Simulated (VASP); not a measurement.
Runs of VASP 6.6.1 on RbBr. The structure is that of space group Pm-3m (No. 221), or close to it. The cells are those of the table. 

```csv
task,level,potentials or basis,cell,k mesh,cutoff (eV),smearing,GW scheme,GW iterations,cutoff of the response function,frequency points,empty bands,gap on the mesh (eV),pressure (GPa)
single point,PBE,"VASP PAW PBE potentials, release 64 (Rb_sv, Br)","a = 4.124, b = 4.124, c = 4.057 Å, 2 atoms",4 × 4 × 4,520,gaussian 0.01 eV,-,-,-,-,-,4.09,1.2
single point,r2SCAN,"VASP PAW PBE potentials, release 64 (Rb_sv, Br)","a = 4.124 Å, 2 atoms",6 × 6 × 6,520,gaussian 0.01 eV,-,-,-,-,-,4.84,0.1
single point,PBE,"VASP PAW PBE potentials, release 64 (Rb_sv, Br)","a = 4.124, b = 4.336 Å, 2 atoms",6 × 6 × 6,520,fermi-dirac 0.02 eV,-,-,-,-,-,3.82,0.1
single point,r2SCAN,"VASP PAW PBE potentials, release 64 (Rb_sv, Br)","a = 3.937 Å, 2 atoms",6 × 6 × 6,520,gaussian 0.01 eV,-,-,-,-,-,(b),3.5
single point,PBE,"VASP PAW PBE potentials, release 64 (Rb_sv, Br)","a = 4.124 Å, 2 atoms",4 × 4 × 4,520,gaussian 0.01 eV,-,-,-,-,-,(c),0.9
single point,r2SCAN,"VASP PAW PBE potentials, release 64 (Rb_sv, Br)","a = 4.124, b = 4.336 Å, 2 atoms",6 × 6 × 6,520,gaussian 0.01 eV,-,-,-,-,-,4.55,-0.7
single point,PBE,"VASP PAW PBE potentials, release 64 (Rb_sv, Br)","a = 4.124, b = 4.124, c = 4.057 Å, 2 atoms",6 × 6 × 6,520,fermi-dirac 0.02 eV,-,-,-,-,-,4.09,1.2
single point,PBE,"VASP PAW PBE potentials, release 64 (Rb_sv, Br)","a = 3.937 Å, 2 atoms",6 × 6 × 6,520,fermi-dirac 0.02 eV,-,-,-,-,-,4.62,4.3
single point,r2SCAN,"VASP PAW PBE potentials, release 64 (Rb_sv, Br)","a = 4.124, b = 4.124, c = 4.057 Å, 2 atoms",6 × 6 × 6,520,gaussian 0.01 eV,-,-,-,-,-,4.85,(a)
single point,PBE,"VASP PAW PBE potentials, release 64 (Rb_sv, Br)","a = 4.124, b = 4.336 Å, 2 atoms",4 × 4 × 4,520,gaussian 0.01 eV,-,-,-,-,-,3.82,0.1
single point,PBE,"VASP PAW PBE potentials, release 64 (Rb_sv, Br)","a = 4.124 Å, 2 atoms",6 × 6 × 6,520,fermi-dirac 0.02 eV,-,-,-,-,-,4.09,0.9
```

Alike in all rows: no spin polarisation.

**Question.** Estimate the missing entries.

**Answer.** (a) 0.4; (b) 5.44; (c) 4.08.

Caveats: the PAW data sets were made with another functional, which shifts forces and pressure a little (some runs).

A k mesh can miss the band edges, and the runs leave out spin-orbit coupling on Br, Rb.
